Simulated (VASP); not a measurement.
# CaC8 (P6/mmm) in VASP: notebook, part 2 of 2

VASP 6.6.1. The steps go on from the part before.

## (3) Single point, PBE+D3(BJ)

Input file INCAR:

```
PREC = Accurate ; ENCUT = 520
EDIFF = 1E-6 ; ISMEAR = 0
SIGMA = 0.2 ; LREAL = False
LASPH = True ; NELM = 80
ALGO = Normal ; ISIF = 2
LWAVE = False ; LCHARG = False
GGA = PE ; IVDW = 12
NBANDS = 31
```

Input file KPOINTS:

```
regular mesh
0
Gamma
  6 6 6
```

Input file POSCAR:

```
CaC8
1.0
    0.0000000000      0.0000000000      4.3660994909
    4.9987713876      0.0000000000      0.0000000000
   -2.4993856938      4.3290630094      0.0000000000
Ca C
1 8
Direct
    0.5000000000      1.0000000000      1.0000000000
    0.0000000000      0.3355178906      0.1677589453
    1.0000000000      0.3333333333      0.6666666667
    0.0000000000      0.8322410547      0.1677589453
    0.0000000000      0.8322410547      0.6644821094
    0.0000000000      0.1677589453      0.3355178906
    1.0000000000      0.1677589453      0.8322410547
    0.0000000000      0.6666666667      0.3333333333
    1.0000000000      0.6644821094      0.8322410547
```

Potentials or basis: VASP PAW PBE potentials, release 64 (Ca_sv, C).

Run with:

```
$ cat potpaw_PBE.64/Ca_sv/POTCAR potpaw_PBE.64/C/POTCAR > POTCAR
$ mpirun -np 1 vasp_std > vasp.out
```

OUTCAR:

```text
PREC = Accurate
   ENCUT = 520
   EDIFF = 1E-6
   ISMEAR = 0
   LREAL = False
   LASPH = True
   NELM = 80
   ISIF = 2
   GGA = PE
   IVDW = 12
 IVDW          = 12

 ion  position               nearest neighbor table
   1  0.500  0.000  0.000-   2 2.62   4 2.62   7 2.62   9 2.62   2 2.62   4 2.62   7 2.62   9 2.62
                             5 2.62   6 2.62   5 2.62   6 2.62
   2  0.000  0.336  0.168-   8 1.43   6 1.45   7 1.45   1 2.62   1 2.62
   3  0.000  0.333  0.667-   7 1.43   9 1.43   6 1.43
   4  0.000  0.832  0.168-   8 1.43   6 1.45   9 1.45   1 2.62   1 2.62
   5  0.000  0.832  0.664-   8 1.43   7 1.45   9 1.45   1 2.62   1 2.62
   6  0.000  0.168  0.336-   3 1.43   2 1.45   4 1.45   1 2.62   1 2.62
   7  0.000  0.168  0.832-   3 1.43   5 1.45   2 1.45   1 2.62   1 2.62
   8  0.000  0.667  0.333-   4 1.43   2 1.43   5 1.43
   9  0.000  0.664  0.832-   3 1.43   5 1.45   4 1.45   1 2.62   1 2.62

  LATTYP: Found a hexagonal cell.
 ALAT       =     4.9987713876
 C/A-ratio  =     0.8734345207

  Lattice vectors:

 A1 = (   4.9987713876,   0.0000000000,   0.0000000000)
 A2 = (  -2.4993856938,   4.3290630094,   0.0000000000)
 A3 = (   0.0000000000,   0.0000000000,   4.3660994909)

Analysis of symmetry for initial positions (statically):
=====================================================================
 Subroutine PRICEL returns:
 Original cell was already a primitive cell.

 Routine SETGRP: Setting up the symmetry group for a
 hexagonal supercell.

 Subroutine GETGRP returns: Found 24 space group operations
 (whereof 24 operations were pure point group operations)
 out of a pool of 24 trial point group operations.

The static configuration has the point symmetry D_6h.

Analysis of symmetry for dynamics (positions and initial velocities):
=====================================================================
 Subroutine PRICEL returns:
 Original cell was already a primitive cell.

 Routine SETGRP: Setting up the symmetry group for a
 hexagonal supercell.

[... 145 lines left out ...]
   AEXX    =    0.0000 exact exchange contribution
   IVDW    =    12    specifies the selected vdW correction
   LEPSILON=     F    determine dielectric tensor
   LRPA    =     F    only Hartree local field effects (RPA)
 non-spin polarized calculation
 Gauss-broadening in eV      SIGMA  =   0.20
  energy-cutoff  :      520.00
  volume of cell :       94.48
 maximum number of plane-waves:      2568
   NGX = 17   NGY = 19   NGZ = 19

 number of electron      42.0000007 magnetization

 Free energy of the ion-electron system (eV)
  ---------------------------------------------------
  ext. energy  EPLUGINS =         0.00000000
  ---------------------------------------------------
  free energy    TOTEN  =       -75.91131429 eV

  energy without entropy =      -75.88056125  energy(sigma->0) =      -75.89593777

 E-fermi :   6.0050     XC(G=0):  -9.9177

 val. band max:        5.9840308040   @ k =   0.5000   0.5000  -0.0000
 cond. band min:       6.0263257666   @ k =   0.5000   0.1667   0.0000
 fundamental gap:      0.0422949626
 Fermi energy:         6.0049864882

 k-point     1 :       0.0000    0.0000    0.0000
  band No.  band energies     occupation
      1     -35.7845      2.00000
      2     -16.9726      2.00000
      3     -16.8974      2.00000
      4     -16.8974      2.00000
      5     -14.5931      2.00000
      6      -9.4292      2.00000
[... 805 lines left out ...]
     30      12.2605      0.00000
     31      12.7327      0.00000

 [... further k-points ...]

------------------------ aborting loop because EDIFF is reached ----------------------------------------

 Edisp (eV)   -1.35632

 E8    (eV) :    -0.4736

  FORCE on cell =-STRESS in cart. coord.  units (eV):
  Direction    XX          YY          ZZ          XY          YZ          ZX
  --------------------------------------------------------------------------------------
  -------------------------------------------------------------------------------------
  Total       0.00607     0.00607     0.28376     0.00000    -0.00000     0.00000
  in kB       0.10285     0.10285     4.81180     0.00000    -0.00000     0.00000
  external pressure =        1.67 kB  Pullay stress =        0.00 kB

 VOLUME and BASIS-vectors are now :
 -----------------------------------------------------------------------------
  energy-cutoff  :      520.00
  volume of cell :       94.48
      direct lattice vectors                 reciprocal lattice vectors
     0.000000000  0.000000000  4.366099491     0.000000000  0.000000000  0.229037383
     4.998771388  0.000000000  0.000000000     0.200049157  0.115498434  0.000000000
    -2.499385694  4.329063009  0.000000000     0.000000000  0.230996869  0.000000000

 POSITION                                       TOTAL-FORCE (eV/Angst)
 -----------------------------------------------------------------------------------
      0.00000      0.00000      2.18305         0.000000      0.000000      0.000000
      1.25788      0.72624      0.00000         0.038207      0.022059     -0.000000
     -0.00000      2.88604      0.00000         0.000000      0.000000      0.000000
      3.74089      0.72624      0.00000        -0.038207      0.022059     -0.000000
      2.49939      2.87658      0.00000        -0.000000     -0.044117      0.000000
      0.00000      1.45248      0.00000         0.000000      0.044117     -0.000000
     -1.24150      3.60282      0.00000         0.038207     -0.022059      0.000000
      2.49939      1.44302      0.00000        -0.000000      0.000000      0.000000
      1.24150      3.60282      0.00000        -0.038207     -0.022059      0.000000
 -----------------------------------------------------------------------------------
    total drift:                                0.000000     -0.000000      0.000000

  FREE ENERGIE OF THE ION-ELECTRON SYSTEM (eV)
  ---------------------------------------------------
  free  energy   TOTEN  =       -77.2676353610 eV

  energy  without entropy=      -77.2368823279  energy(sigma->0) =      -77.25225884
```

stdout:

```text
POSCAR found type information on POSCAR CaC
 POSCAR found :  2 types and       9 ions
 scaLAPACK will be used
 LDA part: xc-table for (Slater+PW92), standard interpolation
 POSCAR, INCAR and KPOINTS ok, starting setup
 FFT: planning ... GRIDC
 FFT: planning ... GRID_SOFT
 FFT: planning ... GRID
 WAVECAR not read
 entering main loop
```

It took 2.2 min on 1 thread of Oxide Virtual Turin-like, shared host; peak memory 0.22 GiB.

Results:

* Free energy: -77.2676 eV
* Pressure: 0.2 GPa
* Largest force: 0.044 eV/Å
* Band gap on the k mesh: zero (bands 21 and 22 overlap by 1.70 eV)
* Dispersion energy per atom: -0.151 eV

Forces in eV/Å, atoms in the order of the input:
```
Ca   0.000  0.000  0.000
C    0.038  0.022  0.000
C    0.000  0.000  0.000
C   -0.038  0.022  0.000
C    0.000 -0.044  0.000
C    0.000  0.044  0.000
C    0.038 -0.022  0.000
C    0.000  0.000  0.000
C   -0.038 -0.022  0.000
```

Stress tensor (GPa, compression positive):
```
0.01 0.00 0.00
0.00 0.01 0.00
0.00 0.00 0.48
```

Levels at points of the mesh, in eV from the Fermi level:
```
           k point  band 18  band 19  band 20  band 21  band 22  band 23  band 24  band 25
(0.00, 0.00, 0.00)    -4.25    -4.25    -3.52    -0.30     0.05     0.05     0.59     2.44
(0.50, 0.00, 0.00)    -4.11    -4.11    -3.85    -1.20    -1.20    -0.84     2.29     3.58
(0.00, 0.50, 0.00)    -6.20    -4.97    -3.95     0.44     1.04     1.20     2.03     2.99
(0.50, 0.50, 0.00)    -6.19    -4.59    -4.52    -0.02     1.10     2.33     2.71     3.32
```

The gap in the log of VASP goes by the Fermi energy; the results here count the filled bands.